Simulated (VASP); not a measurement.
Here is a VASP 6.6.1 calculation.

Contents of INCAR:

```
SYSTEM = Nb
PREC = Accurate
ENCUT = 600
EDIFF = 1E-6
ISMEAR = -1
SIGMA = 0.1
LREAL = .False.
LASPH = .True.
NELM = 80
ALGO = Normal
ISIF = 3
LWAVE = .False.
LCHARG = .False.
GGA = CA
IBRION = 2
NSW = 80
EDIFFG = -0.01
```

File KPOINTS:

```
regular mesh
0
Gamma
  12 12 12
  0 0 0
```

File POSCAR:

```
Nb
1.0
    2.6875991705      0.0000000000      0.0000000000
    0.0000000000      2.6875991705      0.0000000000
    0.0000000000      0.0000000000      2.6875991705
Nb
1
Direct
    0.0000000000      0.0000000000      0.0000000000
```

Potentials or basis: VASP PAW LDA potentials, release 64 (Nb_sv).

Launch:

```sh
$ cat potpaw_LDA.64/Nb_sv/POTCAR > POTCAR
$ mpirun -np 1 vasp_std > vasp.out
```

Q: Estimate the relaxed volume.

A: 18.94 Å³/atom.

Q: Predict the relaxed cell.

A: a = 2.666 Å, b = 2.666 Å, c = 2.666 Å, α = 90.00°, β = 90.00°, γ = 90.00°.

Q: What does it give for the space group after relaxing (to 0.05 Å)?

A: Pm-3m (No. 221).

The path:
```
step  energy change (eV)  largest force (eV/Å)  pressure (GPa)  volume (Å³)
   1              0.0000                0.0000           -3.59        19.41
   2              0.0085                0.0000            6.35        18.22
   3             -0.0054                0.0000           -0.07        18.94
```
